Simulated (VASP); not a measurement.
GaP: single point with r2SCAN

GaP:

```xyz
2
Lattice="0.0000 2.7254 2.6436 2.7254 0.0000 2.6436 2.7254 2.7254 0.0000" Properties=species:S:1:pos:R:3 pbc="T T T"
Ga    0.0000    0.0000    0.0000
P     1.3627    1.3627    1.3218
```

This cell differs from its parent crystal: uniaxial z strain -3.0%.

* Program: VASP 6.6.1
* Task: single point
* Functional: r2SCAN
* Potentials or basis: VASP PAW PBE potentials, release 64 (Ga_d, P)
* Cutoff: 520 eV
* k mesh: 8 × 8 × 8
* Occupations: fermi-dirac, width 0.02 eV
* Spin: non-collinear spin, zero start, spin-orbit coupling
* Starting moments: [[0.0, 0.0, 0.0], [0.0, 0.0, 0.0]] μB

| Quantity | Value |
| --- | --- |
| Pressure | 2.7 GPa |
| Net moment | 0.00 μB per cell |
| Valence electrons inside the program's atomic spheres | Ga 11.74; P 2.57 |

Stress tensor (GPa, compression positive):
```
1.93 0.00 0.00
0.00 1.93 0.00
0.00 0.00 4.30
```

Moments on the atoms (μB; x, y, z):
```
Ga  0.00 0.00 0.00
P   0.00 0.00 0.00
```

Wall time 8.2 min on 1 thread of Intel(R) Xeon(R) 6975P-C (Granite Rapids), on a shared host, peak memory 0.39 GiB.

Caveat: the cell differs from its parent crystal (uniaxial z strain -3.0%); the PAW data sets were made with another functional, which shifts forces and pressure a little.
